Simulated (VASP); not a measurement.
# KF (R-3m) in VASP: further runs

Runs on KF. Level: PBE. Tasks: single point.

Everything below comes from runs of VASP 6.6.1. Logs are shortened: lines on timing, memory, paths and dates and some standing lists are left out, and cuts for length are marked.

## (1) The cell of the first run

Symmetry: R-3m, No. 166, trigonal system. The conventional cell has a = 3.792 Å, b = 3.792 Å, c = 9.903 Å, α = 90.00°, β = 90.00°, γ = 120.00°. K (site symmetry -3m) has 6 F at 2.74 Å within 3.6 Å. Within 3.6 Å of F (site symmetry -3m) lie 6 K at 2.74 Å.

## (2) Single point, PBE (20.55 Å³/atom)

The input, INCAR:

```
SYSTEM = KF
  ALGO = Normal
  EDIFF = 1E-6
  ENCUT = 520
  GGA = PE
  ISIF = 2
  ISMEAR = 0
  LASPH = .True.
  LCHARG = .False.
  LREAL = .False.
  LWAVE = .False.
  NBANDS = 15
  NELM = 100
  PREC = Accurate
  SIGMA = 0.05
```

The input, KPOINTS:

```
k-points
0
Gamma
  8 8 8
  0 0 0
```

The input, POSCAR:

```
KF
1.0
    0.1183328165      2.7995899873      2.7995899873
    2.7995899873      0.1183328165      2.7995899873
    2.7995899873      2.7995899873      0.1183328165
K F
1 1
Direct
    0.0000000000      0.0000000000      0.0000000000
    0.5000000000      0.5000000000      0.5000000000
```

Potentials or basis: VASP PAW PBE potentials, release 64 (K_sv, F).

Command:

```sh
cat potpaw_PBE.64/K_sv/POTCAR potpaw_PBE.64/F/POTCAR > POTCAR
mpirun -np 1 vasp_std > vasp.out
```

OUTCAR:

```text
SYSTEM = KF
   EDIFF = 1E-6
   ENCUT = 520
   GGA = PE
   ISIF = 2
   ISMEAR = 0
   LASPH = .True.
   LREAL = .False.
   NELM = 100
   PREC = Accurate

 ion  position               nearest neighbor table
   1  0.000  0.000  0.000-   2 2.74   2 2.74   2 2.74   2 2.74   2 2.74   2 2.74
   2  0.500  0.500  0.500-   1 2.74   1 2.74   1 2.74   1 2.74   1 2.74   1 2.74

  LATTYP: Found a trigonal (rhomboedric) cell.
 ALAT       =     3.9609860956
 COS(alpha) =     0.5417839405

  Lattice vectors:

 A1 = (   0.1183328165,   2.7995899873,   2.7995899873)
 A2 = (   2.7995899873,   0.1183328165,   2.7995899873)
 A3 = (   2.7995899873,   2.7995899873,   0.1183328165)

Analysis of symmetry for initial positions (statically):
=====================================================================
 Subroutine PRICEL returns:
 Original cell was already a primitive cell.

 Routine SETGRP: Setting up the symmetry group for a
 trigonal (rhombohedral) supercell.

 Subroutine GETGRP returns: Found 12 space group operations
 (whereof 12 operations were pure point group operations)
 out of a pool of 12 trial point group operations.

The static configuration has the point symmetry D_3d.

Analysis of symmetry for dynamics (positions and initial velocities):
=====================================================================
 Subroutine PRICEL returns:
 Original cell was already a primitive cell.

 Routine SETGRP: Setting up the symmetry group for a
 trigonal (rhombohedral) supercell.

 Subroutine GETGRP returns: Found 12 space group operations
 (whereof 12 operations were pure point group operations)
 out of a pool of 12 trial point group operations.

The dynamic configuration has the point symmetry D_3d.

 Subroutine INISYM returns: Found 12 space group operations
 (whereof 12 operations are pure point group operations),
 and found     1 'primitive' translations

----------------------------------------------------------------------------------------

                                     Primitive cell

  volume of cell :      41.1040

  direct lattice vectors                    reciprocal lattice vectors
     0.118332816  2.799589987  2.799589987    -0.190339175  0.182620201  0.182620201
     2.799589987  0.118332816  2.799589987     0.182620201 -0.190339175  0.182620201
     2.799589987  2.799589987  0.118332816     0.182620201  0.182620201 -0.190339175

  length of vectors
     3.960986096  3.960986096  3.960986096     0.320825929  0.320825929  0.320825929

  position of ions in fractional coordinates (direct lattice)
     0.000000000  0.000000000  0.000000000
     0.500000000  0.500000000  0.500000000

  ion indices of the primitive-cell ions
   primitive index   ion index
                 1           1
                 2           2

----------------------------------------------------------------------------------------

 KPOINTS: k-points

Automatic generation of k-mesh.
 Grid dimensions read from file:
 generate k-points for:    8    8    8

 Generating k-lattice:

  Cartesian coordinates                     Fractional coordinates (reciprocal lattice)
    -0.023792397  0.022827525  0.022827525     0.125000000  0.000000000  0.000000000
     0.022827525 -0.023792397  0.022827525     0.000000000  0.125000000  0.000000000
     0.022827525  0.022827525 -0.023792397     0.000000000  0.000000000  0.125000000

  Length of vectors
     0.040103241  0.040103241  0.040103241

  Shift w.r.t. Gamma in fractional coordinates (k-lattice)
     0.000000000  0.000000000  0.000000000

 Subroutine IBZKPT returns following result:
 ===========================================

 Found     65 irreducible k-points:

 Following reciprocal coordinates:
            Coordinates               Weight
  0.000000  0.000000  0.000000      1.000000
  0.125000  0.000000 -0.000000      6.000000
  0.250000  0.000000 -0.000000      6.000000
  0.375000 -0.000000 -0.000000      6.000000
  0.500000  0.000000 -0.000000      3.000000
  0.125000  0.125000 -0.000000      6.000000
[... 16 lines left out ...]
  0.250000  0.125000  0.125000      6.000000
  0.375000  0.125000  0.125000      6.000000
 [... further k-points ...]
   k-points           NKPTS =     65   k-points in BZ     NKDIM =     65   number of bands    NBANDS=     15
   number of dos      NEDOS =    301   number of ions     NIONS =      2
   total plane-waves  NPLWV =  27000
   dimension x,y,z NGX =    30 NGY =   30 NGZ =   30
   dimension x,y,z NGXF=    60 NGYF=   60 NGZF=   60
   ions per type =               1   1
   NGX,Y,Z   is equivalent  to a cutoff of  12.59, 12.59, 12.59 a.u.
   NGXF,Y,Z  is equivalent  to a cutoff of  25.18, 25.18, 25.18 a.u.
 SYSTEM =  KF
   PREC   = accura    normal or accurate (medium, high low for compatibility)
   ISTART =      0    job   : 0-new  1-cont  2-samecut
   ICHARG =      2    charge: 1-file 2-atom 10-const
   ISPIN  =      1    spin polarized calculation?
   LNONCOLLINEAR =      F non collinear calculations
   LSORBIT =      F    spin-orbit coupling
   LASPH  =      T    aspherical Exc in radial PAW
   ENCUT  =  520.0 eV  38.22 Ry    6.18 a.u.   7.36  7.36  7.36*2*pi/ulx,y,z
   NELM   =    100;   NELMIN=  2; NELMDL= -5     # of ELM steps
   EDIFF  = 0.1E-05   stopping-criterion for ELM
   LREAL  =      F    real-space projection
   EDIFFG = 0.1E-04   stopping-criterion for IOM
   NSW    =      0    number of steps for IOM
   IBRION =     -1    ionic relax: 0-MD 1-quasi-New 2-CG
   NFREE  =      0    steps in history (QN), initial steepest desc. (CG)
   ISIF   =      2    stress and relaxation
   ISYM   =      2    0-nonsym 1-usesym 2-fastsym
   POTIM  = 0.5000    time-step for ionic-motion
   TEBEG  =    0.0;   TEEND  =   0.0 temperature during run
   PSTRESS=    0.0 pullay stress
   NELECT =      16.0000    total number of electrons
   NUPDOWN=      -1.0000    fix difference up-down
   EMIN   =  10.00;   EMAX   =-10.00  energy-range for DOS
   EFERMI =   0.00;   METHOD = LEGACY
   ISMEAR =     0;   SIGMA  =   0.05  broadening in eV -4-tet -1-fermi 0-gaus
   EFERMI_NEDOS =   21; number of points for ismear=-14 and -15
   IALGO  =     38    algorithm
   IMIX   =      4    mixing-type and parameters
     AMIX     =   0.40;   BMIX     =  1.00
     AMIX_MAG =   1.60;   BMIX_MAG =  1.00
  volume/ion in A,a.u.               =      20.55       138.69
  Fermi-wavevector in a.u.,A,eV,Ry     =   1.195327  2.258841 19.440100  1.428807
  Thomas-Fermi vector in A             =   2.331295
   LORBIT       =      0    0 simple, 1 ext, 2 COOP (PROOUT), +10 PAW based schemes
   GGA     = PE    functional components
   LHFCALC =     F    Hartree Fock is set to
   AEXX    =    0.0000 exact exchange contribution
   IVDW    =     0    specifies the selected vdW correction
   LEPSILON=     F    determine dielectric tensor
   LRPA    =     F    only Hartree local field effects (RPA)
 non-spin polarized calculation
 Gauss-broadening in eV      SIGMA  =   0.05
  energy-cutoff  :      520.00
  volume of cell :       41.10
 maximum number of plane-waves:      1116
 NGX is ok and might be reduce to    30
   NGX = 15   NGY = 15   NGZ = 15

 number of electron      15.9999993 magnetization

 Free energy of the ion-electron system (eV)
  ---------------------------------------------------
  ext. energy  EPLUGINS =         0.00000000
  ---------------------------------------------------
  free energy    TOTEN  =        -8.28682254 eV

  energy without entropy =       -8.28682254  energy(sigma->0) =       -8.28682254

 E-fermi :  -2.6516     XC(G=0):  -8.0747

 val. band max:       -2.9528475023   @ k =   0.0000   0.0000   0.0000
 cond. band min:       2.7932491213   @ k =   0.0000   0.0000   0.0000
 fundamental gap:      5.7460966236
 Fermi energy:        -2.6515982042

 k-point     1 :       0.0000    0.0000    0.0000
  band No.  band energies     occupation
      1     -29.3613      2.00000
      2     -21.5966      2.00000
      3     -12.6667      2.00000
      4     -12.6515      2.00000
      5     -12.6515      2.00000
      6      -3.0231      2.00000
      7      -2.9528      2.00000
      8      -2.9528      2.00000
      9       2.7932      0.00000
     10       7.0998      0.00000
     11       7.6454      0.00000
     12       7.6454      0.00000
     13       9.0781      0.00000
     14       9.0781      0.00000
     15      13.4427      0.00000

 k-point     2 :       0.1250    0.0000   -0.0000
  band No.  band energies     occupation
      1     -29.3510      2.00000
      2     -21.6036      2.00000
      3     -12.6930      2.00000
      4     -12.6678      2.00000
      5     -12.6594      2.00000
      6      -3.0975      2.00000
      7      -3.0567      2.00000
      8      -2.9963      2.00000
      9       3.2125      0.00000
     10       7.2156      0.00000
     11       7.4478      0.00000
     12       7.8677      0.00000
     13       9.1717      0.00000
     14       9.1896      0.00000
     15      14.1877      0.00000

 k-point     3 :       0.2500    0.0000   -0.0000
  band No.  band energies     occupation
      1     -29.3259      2.00000
      2     -21.6210      2.00000
      3     -12.7907      2.00000
      4     -12.6785      2.00000
      5     -12.6719      2.00000
      6      -3.3642      2.00000
      7      -3.1795      2.00000
      8      -3.0990      2.00000
      9       4.2720      0.00000
     10       6.8943      0.00000
     11       7.8500      0.00000
     12       8.4114      0.00000
     13       9.4993      0.00000
     14       9.5644      0.00000
     15      15.0804      0.00000
[... 343 lines left out ...]
 k-point    23 :       0.2500    0.1250    0.1250
  band No.  band energies     occupation
      1     -29.3395      2.00000
      2     -21.6162      2.00000
      3     -12.7111      2.00000
      4     -12.7069      2.00000
      5     -12.6540      2.00000
      6      -3.2900      2.00000
      7      -3.0733      2.00000
      8      -3.0191      2.00000
      9       3.7476      0.00000
     10       6.8140      0.00000
     11       7.9781      0.00000
     12       8.0377      0.00000
     13       9.4011      0.00000
     14       9.4416      0.00000
     15      14.7903      0.00000

 k-point    24 :       0.3750    0.1250    0.1250
  band No.  band energies     occupation
      1     -29.3146      2.00000
      2     -21.6299      2.00000
      3     -12.8190      2.00000
      4     -12.7205      2.00000
      5     -12.6734      2.00000
      6      -3.4751      2.00000
      7      -3.1706      2.00000
      8      -3.1347      2.00000
      9       4.8165      0.00000
     10       6.6906      0.00000
     11       8.1768      0.00000
     12       8.6145      0.00000
     13       9.7400      0.00000
     14      10.0209      0.00000
     15      14.1974      0.00000

 [... further k-points ...]

------------------------ aborting loop because EDIFF is reached ----------------------------------------

  FORCE on cell =-STRESS in cart. coord.  units (eV):
  Direction    XX          YY          ZZ          XY          YZ          ZX
  --------------------------------------------------------------------------------------
  -------------------------------------------------------------------------------------
  Total       -0.2341591     -0.2341591     -0.2341591     -0.1699449     -0.1699449     -0.1699449
  in kB       -9.1272008     -9.1272008     -9.1272008     -6.6242190     -6.6242190     -6.6242190
  external PRESSURE =      -9.1272008 kB  Pullay stress =       0.0000000 kB

 VOLUME and BASIS-vectors are now :
 -----------------------------------------------------------------------------
  energy-cutoff  :      520.00
  volume of cell :       41.10
      direct lattice vectors                 reciprocal lattice vectors
     0.118332816  2.799589987  2.799589987    -0.190339175  0.182620201  0.182620201
     2.799589987  0.118332816  2.799589987     0.182620201 -0.190339175  0.182620201
     2.799589987  2.799589987  0.118332816     0.182620201  0.182620201 -0.190339175

 POSITION                                       TOTAL-FORCE (eV/Angst)
 -----------------------------------------------------------------------------------
      0.00000      0.00000      0.00000         0.000000     -0.000000     -0.000000
      2.85876      2.85876      2.85876        -0.000000      0.000000      0.000000
 -----------------------------------------------------------------------------------
    total drift:                                0.000000      0.000000      0.000000

  FREE ENERGIE OF THE ION-ELECTRON SYSTEM (eV)
  ---------------------------------------------------
  free  energy   TOTEN  =        -8.2868225446 eV

  energy  without entropy=       -8.2868225446  energy(sigma->0) =       -8.28682254
```

Run time: 64 s. Hardware: 1 thread of Intel Xeon 8259CL, shared host; peak memory 0.19 GiB.

What came out:

```yaml
Free_energy: -8.2868 eV
Pressure: -0.9 GPa
Band_gap_on_the_k_mesh: 5.75 eV
```

Stress tensor (GPa, compression positive):
```
-0.91 -0.66 -0.66
-0.66 -0.91 -0.66
-0.66 -0.66 -0.91
```

## (3) Single point, PBE (20.55 Å³/atom)

The input, INCAR:

```
PREC = Accurate
ENCUT = 520
EDIFF = 1E-6
ISMEAR = 0
SIGMA = 0.05
LREAL = False
LASPH = True
NELM = 60
ALGO = Normal
ISIF = 2
LWAVE = False
LCHARG = False
GGA = PE
NBANDS = 15
```

The input, KPOINTS:

```
Automatic mesh
0
Gamma
  8 8 8
```

The input, POSCAR:

```
KF
1.0
   -0.1158509305      2.6824807236      2.6824807236
    2.6824807236     -0.1158509305      2.6824807236
    2.6824807236      2.6824807236     -0.1158509305
K F
1 1
Direct
    0.0000000000      0.0000000000      0.0000000000
    0.5000000000      0.5000000000      0.5000000000
```

Potentials or basis: VASP PAW PBE potentials, release 64 (K_sv, F).

Command:

```sh
cat potpaw_PBE.64/K_sv/POTCAR potpaw_PBE.64/F/POTCAR > POTCAR
mpirun -np 1 vasp_std > vasp.out
```

OUTCAR:

```text
PREC = Accurate
   ENCUT = 520
   EDIFF = 1E-6
   ISMEAR = 0
   LREAL = False
   LASPH = True
   NELM = 60
   ISIF = 2
   GGA = PE

 ion  position               nearest neighbor table
   1  0.000  0.000  0.000-   2 2.74   2 2.74   2 2.74   2 2.74   2 2.74   2 2.74
   2  0.500  0.500  0.500-   1 2.74   1 2.74   1 2.74   1 2.74   1 2.74   1 2.74

  LATTYP: Found a trigonal (rhomboedric) cell.
 ALAT       =     3.7953691656
 COS(alpha) =     0.4563863912

  Lattice vectors:

 A1 = (  -0.1158509305,   2.6824807236,   2.6824807236)
 A2 = (   2.6824807236,  -0.1158509305,   2.6824807236)
 A3 = (   2.6824807236,   2.6824807236,  -0.1158509305)

Analysis of symmetry for initial positions (statically):
=====================================================================
 Subroutine PRICEL returns:
 Original cell was already a primitive cell.

 Routine SETGRP: Setting up the symmetry group for a
 trigonal (rhombohedral) supercell.

 Subroutine GETGRP returns: Found 12 space group operations
 (whereof 12 operations were pure point group operations)
 out of a pool of 12 trial point group operations.

The static configuration has the point symmetry D_3d.
[... 175 lines left out ...]
      6      -2.9975      2.00000
      7      -2.9975      2.00000
      8      -2.9388      2.00000
      9       2.7951      0.00000
     10       7.2538      0.00000
     11       7.2538      0.00000
     12       7.8955      0.00000
     13       9.0748      0.00000
     14       9.0748      0.00000
[... 401 lines left out ...]
      2     -21.6304      2.00000
      3     -12.8200      2.00000
      4     -12.7359      2.00000
      5     -12.6609      2.00000
      6      -3.4946      2.00000
      7      -3.2390      2.00000
      8      -3.0621      2.00000
      9       4.8702      0.00000
     10       6.6214      0.00000
     11       8.1617      0.00000
     12       8.6621      0.00000
     13       9.6385      0.00000
     14      10.0655      0.00000
     15      14.2123      0.00000

 [... further k-points ...]

------------------------ aborting loop because EDIFF is reached ----------------------------------------

  FORCE on cell =-STRESS in cart. coord.  units (eV):
  Direction    XX          YY          ZZ          XY          YZ          ZX
  --------------------------------------------------------------------------------------
  -------------------------------------------------------------------------------------
  Total       -0.2334949     -0.2334949     -0.2334949      0.1321527      0.1321527      0.1321527
  in kB       -9.1013105     -9.1013105     -9.1013105      5.1511307      5.1511307      5.1511307
  external PRESSURE =      -9.1013105 kB  Pullay stress =       0.0000000 kB

 VOLUME and BASIS-vectors are now :
 -----------------------------------------------------------------------------
  energy-cutoff  :      520.00
  volume of cell :       41.10
      direct lattice vectors                 reciprocal lattice vectors
    -0.115850931  2.682480724  2.682480724    -0.174734366  0.182621417  0.182621417
     2.682480724 -0.115850931  2.682480724     0.182621417 -0.174734366  0.182621417
     2.682480724  2.682480724 -0.115850931     0.182621417  0.182621417 -0.174734366

 POSITION                                       TOTAL-FORCE (eV/Angst)
 -----------------------------------------------------------------------------------
      0.00000      0.00000      0.00000        -0.000000      0.000000     -0.000000
      2.62456      2.62456      2.62456         0.000000     -0.000000      0.000000
 -----------------------------------------------------------------------------------
    total drift:                                0.000000      0.000000      0.000000

  FREE ENERGIE OF THE ION-ELECTRON SYSTEM (eV)
  ---------------------------------------------------
  free  energy   TOTEN  =        -8.2884649656 eV

  energy  without entropy=       -8.2884649656  energy(sigma->0) =       -8.28846497
```

stdout:

```text
POSCAR found type information on POSCAR K F
 POSCAR found :  2 types and       2 ions
 scaLAPACK will be used
 LDA part: xc-table for (Slater+PW92), standard interpolation
 POSCAR, INCAR and KPOINTS ok, starting setup
 FFT: planning ... GRIDC
 FFT: planning ... GRID_SOFT
 FFT: planning ... GRID
 WAVECAR not read
 entering main loop
```

It took 46 s on 1 thread of Intel Xeon 8259CL, shared host; peak memory 0.18 GiB.

What came out:

| Property | Result |
| --- | --- |
| Free energy | -8.2885 eV |
| Pressure | -0.9 GPa |
| Band gap on the k mesh | 5.73 eV |

Levels at points of the mesh, in eV from the valence-band top:
```
           k point  band 5  band 6  band 7  band 8  band 9  band 10  band 11  band 12
(0.00, 0.00, 0.00)   -9.71   -0.06   -0.06    0.00    5.73    10.19    10.19    10.83
(0.50, 0.00, 0.00)   -9.73   -0.76   -0.35   -0.26    8.64     9.95    11.35    11.93
(0.50, 0.50, 0.00)   -9.86   -0.29   -0.14   -0.08    8.07     9.82    11.19    13.10
(0.50, 0.50, 0.50)   -9.77   -0.75   -0.40   -0.40    8.85    10.20    11.71    11.71
```

A k mesh can miss the band edges. A hybrid or GW would open this gap; PBE tends to underestimate it.

## (4) Single point, PBE (20.87 Å³/atom)

This run uses another cell than the first one, of 20.87 Å³/atom.

The input, INCAR:

```
PREC = Accurate
ENCUT = 520
EDIFF = 1E-6
ISMEAR = 0
SIGMA = 0.05
LREAL = F
LASPH = T
NELM = 100
ALGO = Normal
ISIF = 2
LWAVE = F
LCHARG = F
GGA = PE
NBANDS = 15
```

KPOINTS is that of step 3.

The input, POSCAR:

```
KF
1.0
   -0.1451575787      2.6825874617      2.6825874617
    2.6825874617     -0.1451575787      2.6825874617
    2.6825874617      2.6825874617     -0.1451575787
K F
1 1
Direct
    0.0000000000      0.0000000000      0.0000000000
    0.5000000000      0.5000000000      0.5000000000
```

Command:

```sh
cat potpaw_PBE.64/K_sv/POTCAR potpaw_PBE.64/F/POTCAR > POTCAR
mpirun -np 1 vasp_std > vasp.out
```

Run time: 50 s. Hardware: 1 thread of Intel Xeon 8259CL, shared host; peak memory 0.18 GiB.

The run converged. Its results:

* Free energy: -8.2800 eV
* Pressure: -1.3 GPa
* Band gap on the k mesh: 5.64 eV

Stress tensor (GPa, compression positive):
```
-1.31  0.63  0.63
 0.63 -1.31  0.63
 0.63  0.63 -1.31
```

Levels at points of the mesh, in eV from the valence-band top:
```tsv
k point	band 4	band 5	band 6	band 7	band 8	band 9	band 10	band 11	band 12	band 13
(0.00, 0.00, 0.00)	-9.80	-9.79	-0.07	-0.07	0.00	5.64	10.07	10.07	10.88	11.95
(0.50, 0.00, 0.00)	-9.82	-9.81	-0.76	-0.35	-0.25	8.54	9.82	11.19	11.90	13.49
(0.50, 0.50, 0.00)	-9.97	-9.92	-0.31	-0.16	-0.09	8.04	9.71	11.06	12.98	13.45
(0.50, 0.50, 0.50)	-9.85	-9.85	-0.74	-0.41	-0.41	8.80	10.12	11.62	11.62	13.70
```

A k mesh can miss the band edges. PBE gaps usually lie below the measured ones, often by a third to a half.

(Part 1 of 2 ends here.)
